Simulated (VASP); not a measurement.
## Li3Ge2: single point with PBE

Li3Ge2:

```
Li Ge
1.0
     3.21513    0.00000    0.00000
    -1.60757    2.78439    0.00000
     0.00000    0.00000   11.23280
Li Ge
3 2
Cartesian
  0.0000 0.0000 0.0000
  0.0000 1.8563 2.5670
  1.6076 0.9281 8.6658
  1.6076 0.9281 4.6522
  0.0000 1.8563 6.5806
```

* Program: VASP 6.6.1
* Task: single point
* Functional: PBE
* Potentials or basis: VASP PAW PBE potentials, release 64 (Li_sv, Ge_d)
* Cutoff: 520 eV
* k mesh: 12 × 12 × 4
* Occupations: gaussian, width 0.1 eV
* Spin: no spin polarisation
* Dipole correction: no
* Further INCAR settings: ALGO = Normal; EDIFF = 1e-06; NBANDS = 26

* Largest force: 0.013 eV/Å

Forces in eV/Å, atoms in the order of the input:
```
Li   0.000  0.000  0.000
Li   0.000  0.000  0.001
Li   0.000  0.000 -0.001
Ge   0.000  0.000 -0.013
Ge   0.000  0.000  0.013
```

Levels at points of the mesh, in eV from the Fermi level:
```tsv
k point	band 14	band 15	band 16	band 17	band 18	band 19	band 20	band 21	band 22	band 23
(0.00, 0.00, 0.00)	-12.60	-8.63	-4.00	-2.38	-1.53	2.87	3.88	4.35	4.35	6.38
(0.50, 0.00, 0.00)	-8.72	-7.25	-4.17	-3.15	0.04	0.31	0.87	1.14	2.17	2.92
(0.00, 0.00, 0.50)	-12.60	-8.63	-3.89	-2.88	-0.78	1.56	4.35	4.35	6.11	6.38
(0.50, 0.00, 0.50)	-8.72	-7.25	-4.17	-3.14	0.11	0.27	0.86	1.14	1.74	3.86
```

Wall time 94 s on 1 thread of AMD EPYC 9R45 96-Core Processor (Zen 5), with other jobs on the host, peak memory 0.27 GiB.
